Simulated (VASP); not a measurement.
LiTi3:

```xyz
4
Lattice="4.2025 0.0000 0.0000 0.0000 4.2025 0.0000 0.0000 0.0000 4.2025" Properties=species:S:1:pos:R:3 pbc="T T T"
Li    0.0000    0.0000    0.0000
Ti    0.0000    2.1012    2.1012
Ti    2.1012    0.0000    2.1012
Ti    2.1012    2.1012    0.0000
```

```yaml
Program: VASP 6.6.1
Task: relaxation of cell and atoms
Functional: LDA
Potentials_or_basis: VASP PAW LDA potentials, release 64 (Li_sv, Ti_sv)
Cutoff: 600 eV
k_mesh: 10 × 10 × 10
Occupations: methfessel-paxton, width 0.05 eV
Spin: no spin polarisation
```

At the start: pressure -12.8 GPa; volume 18.56 Å³/atom.

Task: How do energy, volume and symmetry change on relaxing?

Result: Over 3 steps the energy falls by 157.0 meV/atom and the volume is 15.18 Å³/atom (-18.2 %); space group Pm-3m (No. 221, to 0.1 Å) before and after.

The path:
```
step  energy change (eV)  largest force (eV/Å)  pressure (GPa)  volume (Å³)
   1              0.0000                0.0000          -12.81        74.22
   2             -0.6188                0.0000            2.19        59.40
   3             -0.6281                0.0000            0.08        60.72
```

Final structure:
```cif
data_structure
_symmetry_space_group_name_H-M 'P 1'
_symmetry_Int_Tables_number 1
_cell_length_a 3.9305
_cell_length_b 3.9305
_cell_length_c 3.9305
_cell_angle_alpha 90.000
_cell_angle_beta 90.000
_cell_angle_gamma 90.000
_cell_volume 60.72
loop_
_atom_site_label
_atom_site_type_symbol
_atom_site_fract_x
_atom_site_fract_y
_atom_site_fract_z
_atom_site_occupancy
Li1 Li 0.00000 0.00000 0.00000 1
Ti1 Ti 0.00000 0.50000 0.50000 1
Ti2 Ti 0.50000 0.00000 0.50000 1
Ti3 Ti 0.50000 0.50000 0.00000 1
```

Caveat: the cutoff is under 1.25 times the usual one of these potentials, so pressure, stress and relaxed cells hold a basis-set (Pulay) error; the volume moved by over 15 % at a fixed basis, so the end points are rough.
